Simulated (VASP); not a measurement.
# LiF (P4/mmm) in VASP: single point with LDA

Aim: the single point of LiF with LDA.

Everything below comes from runs of VASP 6.6.1. Logs are shortened: lines on timing, memory, paths and dates and some standing lists are left out, and cuts for length are marked.

## 1. The cell of the first run

The structure is tetragonal, space group P4/mmm (No. 123). The conventional cell has a = 2.432 Å, b = 2.432 Å, c = 2.688 Å, α = 90.00°, β = 90.00°, γ = 90.00°. Within 2.9 Å of Li (site symmetry 4/mmm) lie 8 F at 2.18 Å and 6 Li at 2.43 to 2.69 Å. F (site symmetry 4/mmm) has 8 Li at 2.18 Å and 6 F at 2.43 to 2.69 Å within 2.9 Å.

## 2. Single point, LDA (strain -0.050 along x and y, +0.050 along z)

Contents of INCAR:

```
ALGO = Normal
EDIFF = 1E-6
ENCUT = 520
ISIF = 2
ISMEAR = 0
LASPH = T
LCHARG = T
LELF = T
LREAL = F
LVHAR = T
LWAVE = F
NBANDS = 12
NELM = 80
PREC = Accurate
SIGMA = 0.05
```

Contents of KPOINTS:

```
k-points
0
Gamma
  10 10 10
```

Contents of POSCAR:

```
LiF
1.0
    2.4315563500      0.0000000000      0.0000000000
    0.0000000000      2.4315563500      0.0000000000
    0.0000000000      0.0000000000      2.6875096500
Li F
1 1
Direct
    0.0000000000      0.0000000000      0.0000000000
    0.5000000000      0.5000000000      0.5000000000
```

Potentials or basis: VASP PAW LDA potentials, release 64 (Li_sv, F).

The run is started by

```
> cat potpaw_LDA.64/Li_sv/POTCAR potpaw_LDA.64/F/POTCAR > POTCAR
> mpirun -np 1 vasp_std > vasp.out
```

OUTCAR:

```text
EDIFF = 1E-6
   ENCUT = 520
   ISIF = 2
   ISMEAR = 0
   LASPH = T
   LREAL = F
   NELM = 80
   PREC = Accurate

 ion  position               nearest neighbor table
   1  0.000  0.000  0.000-   2 2.18   2 2.18   2 2.18   2 2.18   2 2.18   2 2.18   2 2.18   2 2.18

   2  0.500  0.500  0.500-   1 2.18   1 2.18   1 2.18   1 2.18   1 2.18   1 2.18   1 2.18   1 2.18

  LATTYP: Found a simple tetragonal cell.
 ALAT       =     2.4315563500
 C/A-ratio  =     1.1052631579

  Lattice vectors:

 A1 = (   2.4315563500,   0.0000000000,   0.0000000000)
 A2 = (   0.0000000000,   2.4315563500,   0.0000000000)
 A3 = (   0.0000000000,   0.0000000000,   2.6875096500)

Analysis of symmetry for initial positions (statically):
=====================================================================
 Subroutine PRICEL returns:
 Original cell was already a primitive cell.

 Routine SETGRP: Setting up the symmetry group for a
 simple tetragonal supercell.

 Subroutine GETGRP returns: Found 16 space group operations
 (whereof 16 operations were pure point group operations)
 out of a pool of 16 trial point group operations.

The static configuration has the point symmetry D_4h.

Analysis of symmetry for dynamics (positions and initial velocities):
=====================================================================
 Subroutine PRICEL returns:
 Original cell was already a primitive cell.

 Routine SETGRP: Setting up the symmetry group for a
 simple tetragonal supercell.

 Subroutine GETGRP returns: Found 16 space group operations
 (whereof 16 operations were pure point group operations)
 out of a pool of 16 trial point group operations.

The dynamic configuration has the point symmetry D_4h.

 Subroutine INISYM returns: Found 16 space group operations
 (whereof 16 operations are pure point group operations),
 and found     1 'primitive' translations

----------------------------------------------------------------------------------------

                                     Primitive cell

  volume of cell :      15.8898

  direct lattice vectors                    reciprocal lattice vectors
     2.431556350  0.000000000  0.000000000     0.411259233  0.000000000  0.000000000
     0.000000000  2.431556350  0.000000000     0.000000000  0.411259233  0.000000000
     0.000000000  0.000000000  2.687509650     0.000000000  0.000000000  0.372091687

  length of vectors
     2.431556350  2.431556350  2.687509650     0.411259233  0.411259233  0.372091687

  position of ions in fractional coordinates (direct lattice)
     0.000000000  0.000000000  0.000000000
     0.500000000  0.500000000  0.500000000

  ion indices of the primitive-cell ions
   primitive index   ion index
                 1           1
                 2           2

----------------------------------------------------------------------------------------

 KPOINTS: k-points

Automatic generation of k-mesh.
 Grid dimensions read from file:
 generate k-points for:   10   10   10

 Generating k-lattice:

  Cartesian coordinates                     Fractional coordinates (reciprocal lattice)
     0.041125923  0.000000000  0.000000000     0.100000000  0.000000000  0.000000000
     0.000000000  0.041125923  0.000000000     0.000000000  0.100000000  0.000000000
     0.000000000  0.000000000  0.037209169     0.000000000  0.000000000  0.100000000

  Length of vectors
     0.041125923  0.041125923  0.037209169

  Shift w.r.t. Gamma in fractional coordinates (k-lattice)
     0.000000000  0.000000000  0.000000000

 Subroutine IBZKPT returns following result:
 ===========================================

 Found    126 irreducible k-points:

 Following reciprocal coordinates:
            Coordinates               Weight
  0.000000  0.000000  0.000000      1.000000
  0.100000  0.000000  0.000000      4.000000
  0.200000  0.000000  0.000000      4.000000
  0.300000  0.000000  0.000000      4.000000
  0.400000  0.000000  0.000000      4.000000
  0.500000  0.000000  0.000000      2.000000
[... 16 lines left out ...]
  0.100000  0.000000  0.100000      8.000000
  0.200000  0.000000  0.100000      8.000000
 [... further k-points ...]
   k-points           NKPTS =    126   k-points in BZ     NKDIM =    126   number of bands    NBANDS=     12
   number of dos      NEDOS =    301   number of ions     NIONS =      2
   total plane-waves  NPLWV =   6480
   dimension x,y,z NGX =    18 NGY =   18 NGZ =   20
   dimension x,y,z NGXF=    36 NGYF=   36 NGZF=   40
   ions per type =               1   1
   NGX,Y,Z   is equivalent  to a cutoff of  12.31, 12.31, 12.37 a.u.
   NGXF,Y,Z  is equivalent  to a cutoff of  24.61, 24.61, 24.74 a.u.
 SYSTEM =  unknown system
   PREC   = accura    normal or accurate (medium, high low for compatibility)
   ISTART =      0    job   : 0-new  1-cont  2-samecut
   ICHARG =      2    charge: 1-file 2-atom 10-const
   ISPIN  =      1    spin polarized calculation?
   LNONCOLLINEAR =      F non collinear calculations
   LSORBIT =      F    spin-orbit coupling
   LASPH  =      T    aspherical Exc in radial PAW
   ENCUT  =  520.0 eV  38.22 Ry    6.18 a.u.   4.52  4.52  5.00*2*pi/ulx,y,z
   NELM   =     80;   NELMIN=  2; NELMDL= -5     # of ELM steps
   EDIFF  = 0.1E-05   stopping-criterion for ELM
   LREAL  =      F    real-space projection
   EDIFFG = 0.1E-04   stopping-criterion for IOM
   NSW    =      0    number of steps for IOM
   IBRION =     -1    ionic relax: 0-MD 1-quasi-New 2-CG
   NFREE  =      0    steps in history (QN), initial steepest desc. (CG)
   ISIF   =      2    stress and relaxation
   ISYM   =      2    0-nonsym 1-usesym 2-fastsym
   POTIM  = 0.5000    time-step for ionic-motion
   TEBEG  =    0.0;   TEEND  =   0.0 temperature during run
   PSTRESS=    0.0 pullay stress
   NELECT =      10.0000    total number of electrons
   NUPDOWN=      -1.0000    fix difference up-down
   EMIN   =  10.00;   EMAX   =-10.00  energy-range for DOS
   EFERMI =   0.00;   METHOD = LEGACY
   ISMEAR =     0;   SIGMA  =   0.05  broadening in eV -4-tet -1-fermi 0-gaus
   EFERMI_NEDOS =   21; number of points for ismear=-14 and -15
   IALGO  =     38    algorithm
   IMIX   =      4    mixing-type and parameters
     AMIX     =   0.40;   BMIX     =  1.00
     AMIX_MAG =   1.60;   BMIX_MAG =  1.00
  volume/ion in A,a.u.               =       7.94        53.61
  Fermi-wavevector in a.u.,A,eV,Ry     =   1.402928  2.651149 26.779067  1.968206
  Thomas-Fermi vector in A             =   2.525640
   LORBIT       =      0    0 simple, 1 ext, 2 COOP (PROOUT), +10 PAW based schemes
   GGA     = CA    functional components
   LHFCALC =     F    Hartree Fock is set to
   AEXX    =    0.0000 exact exchange contribution
   IVDW    =     0    specifies the selected vdW correction
   LEPSILON=     F    determine dielectric tensor
   LRPA    =     F    only Hartree local field effects (RPA)
 non-spin polarized calculation
 Gauss-broadening in eV      SIGMA  =   0.05
  energy-cutoff  :      520.00
  volume of cell :       15.89
 maximum number of plane-waves:       450
   NGX =  9   NGY =  9   NGZ =  9

 number of electron      10.0000000 magnetization

 number of electron       9.9999981 magnetization

 Free energy of the ion-electron system (eV)
  ---------------------------------------------------
  ext. energy  EPLUGINS =         0.00000000
  ---------------------------------------------------
  free energy    TOTEN  =        -9.80531196 eV

  energy without entropy =       -9.80531196  energy(sigma->0) =       -9.80531196

 E-fermi :   0.9796     XC(G=0): -10.8405

 val. band max:        0.5336601892   @ k =   0.5000   0.0000   0.5000
 cond. band min:       7.8483835614   @ k =   0.0000   0.0000   0.0000
 fundamental gap:      7.3147233722
 Fermi energy:         0.9796475427

 k-point     1 :       0.0000    0.0000    0.0000
  band No.  band energies     occupation
      1     -41.4715      2.00000
      2     -20.4210      2.00000
      3      -1.2344      2.00000
      4      -0.0962      2.00000
      5      -0.0962      2.00000
      6       7.8484      0.00000
      7      17.9507      0.00000
      8      19.5478      0.00000
      9      20.2834      0.00000
     10      22.2424      0.00000
     11      22.2424      0.00000
     12      38.1058      0.00000

 k-point     2 :       0.1000    0.0000    0.0000
  band No.  band energies     occupation
      1     -41.4634      2.00000
      2     -20.3615      2.00000
      3      -1.1761      2.00000
      4      -0.5317      2.00000
      5      -0.0546      2.00000
      6       8.0602      0.00000
      7      17.6913      0.00000
      8      19.2794      0.00000
      9      19.4767      0.00000
     10      22.2644      0.00000
     11      24.4228      0.00000
     12      36.2503      0.00000

 k-point     3 :       0.2000    0.0000    0.0000
  band No.  band energies     occupation
      1     -41.4422      2.00000
      2     -20.2018      2.00000
      3      -1.5544      2.00000
      4      -1.0203      2.00000
      5       0.0559      2.00000
      6       8.4648      0.00000
      7      16.5197      0.00000
      8      19.2613      0.00000
      9      19.6013      0.00000
     10      22.3079      0.00000
     11      27.9462      0.00000
     12      33.9935      0.00000
[... 286 lines left out ...]
 k-point    23 :       0.1000    0.0000    0.1000
  band No.  band energies     occupation
      1     -41.4597      2.00000
      2     -20.3331      2.00000
      3      -1.4752      2.00000
      4      -0.5064      2.00000
      5      -0.0297      2.00000
      6       8.3400      0.00000
      7      16.5944      0.00000
      8      18.9549      0.00000
      9      21.3686      0.00000
     10      22.1953      0.00000
     11      24.5222      0.00000
     12      34.5876      0.00000

 k-point    24 :       0.2000    0.0000    0.1000
  band No.  band energies     occupation
      1     -41.4388      2.00000
      2     -20.1709      2.00000
      3      -1.5348      2.00000
      4      -1.3199      2.00000
      5       0.0786      2.00000
      6       8.7837      0.00000
      7      16.2445      0.00000
      8      17.8294      0.00000
      9      21.6322      0.00000
     10      22.3034      0.00000
     11      27.9466      0.00000
     12      32.2949      0.00000

 [... further k-points ...]
[... 5 lines left out ...]
  --------------------------------------------------------------------------------------
  -------------------------------------------------------------------------------------
  Total        0.5840499      0.5840499     -2.3359298      0.0000000     -0.0000000      0.0000000
  in kB       58.8900324     58.8900324   -235.5329410      0.0000000     -0.0000000      0.0000000
  external PRESSURE =     -39.2509587 kB  Pullay stress =       0.0000000 kB

 VOLUME and BASIS-vectors are now :
 -----------------------------------------------------------------------------
  energy-cutoff  :      520.00
  volume of cell :       15.89
      direct lattice vectors                 reciprocal lattice vectors
     2.431556350  0.000000000  0.000000000     0.411259233  0.000000000  0.000000000
     0.000000000  2.431556350  0.000000000     0.000000000  0.411259233  0.000000000
     0.000000000  0.000000000  2.687509650     0.000000000  0.000000000  0.372091687

 POSITION                                       TOTAL-FORCE (eV/Angst)
 -----------------------------------------------------------------------------------
      0.00000      0.00000      0.00000         0.000000      0.000000      0.000000
      1.21578      1.21578      1.34375         0.000000      0.000000      0.000000
 -----------------------------------------------------------------------------------
    total drift:                                0.000000     -0.000000     -0.000000

  FREE ENERGIE OF THE ION-ELECTRON SYSTEM (eV)
  ---------------------------------------------------
  free  energy   TOTEN  =        -9.8053119646 eV

  energy  without entropy=       -9.8053119646  energy(sigma->0) =       -9.80531196
```

It took 12 s on 1 thread of Intel Xeon 8259CL, shared host; peak memory 0.12 GiB.

Results:

```
Free energy            : -9.8053 eV
Band gap on the k mesh : 7.31 eV (least direct gap 7.94 eV)
```

Caveat: the cell differs from its parent crystal (strain -0.050 along x and y, +0.050 along z); the cutoff is under 1.25 times the usual one of these potentials, so pressure, stress and relaxed cells hold a basis-set (Pulay) error.
